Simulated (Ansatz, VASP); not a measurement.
## Two plane-wave programs on F

INCAR

```
ALGO = Normal ; EDIFF = 1E-6
ENCUT = 520 ; GGA = PS
ISIF = 2 ; ISMEAR = 0
LASPH = T ; LCHARG = F
LREAL = F ; LWAVE = F
NBANDS = 22 ; NELM = 80
PREC = Accurate ; SIGMA = 0.05
```

Contents of KPOINTS:

```
k-points
0
Gamma
  4 4 2
```

POSCAR

```
F
1.0
    3.2894583919     -1.8308778583     -0.2537114088
    3.2894583919      1.8308778583     -0.2537114088
   -2.4912865642      0.0000000000      7.3395650405
F
4
Direct
    0.0848459664      0.0848459664      0.0940038325
    0.9151540336      0.9151540336      0.9059961675
    0.5015719855      0.5015719855      0.5937195244
    0.4984280145      0.4984280145      0.4062804756
```

Input for Ansatz:

```yaml
crystal:
  lattice:
    - [3.2894583919, -1.8308778583, -0.2537114088]
    - [3.2894583919, 1.8308778583, -0.2537114088]
    - [-2.4912865642, 0.0, 7.3395650405]
  atoms:
    - { symbol: F, position: [0.0848459664, 0.0848459664, 0.0940038325] }
    - { symbol: F, position: [0.9151540336, 0.9151540336, 0.9059961675] }
    - { symbol: F, position: [0.5015719855, 0.5015719855, 0.5937195244] }
    - { symbol: F, position: [0.4984280145, 0.4984280145, 0.4062804756] }
basis:
  ecutwfc: 520.0
kpoints:
  mp_grid: { grid: [4, 4, 2] }
hamiltonian:
  xc: pbesol
scf:
  occupations: { method: gaussian, width: 0.05 }
output:
  forces: true
  stress: true
  eigenvalues: true
```

Change from the starting cell: volume 21.523 Å^3 an atom, stretch along a over the lengths across it, relative to the relaxed cell 1.0326.

Alike in both runs: task single point; functional PBEsol; k mesh 4 × 4 × 2; occupations gaussian, width 0.05 eV; no spin polarisation.

|  | VASP | Ansatz |
| --- | --- | --- |
| version | VASP 6.6.1 | Ansatz 0.2.0 |
| potentials or method | VASP PAW PBE potentials, release 64 (F), cutoff 520 eV | scalar-relativistic, plane waves, PAW |
| valence electrons in the cell | 28 | 28 |

```tsv
	VASP	Ansatz	Ansatz less VASP
gap on the k mesh at the Fermi level (eV)	2.59	2.66	+0.069
least direct gap on the mesh (eV)	2.66	2.73	+0.069
pressure (GPa)	-2.6	-2.8	-0.20
traceless stress, the component that is largest in VASP (GPa)	-3.17	-4.18	-1.008
rms of the force components (eV/Å)	0.645	0.844	+0.1986
```

VASP's potentials were made for PBE, not for PBEsol. Atom by atom the forces differ by 0.199 eV/Å (rms over components). With one functional, cell and mesh, what is left measures potentials, basis and numerics.

The k mesh is coarse, so the values compare programs but aren't converged.
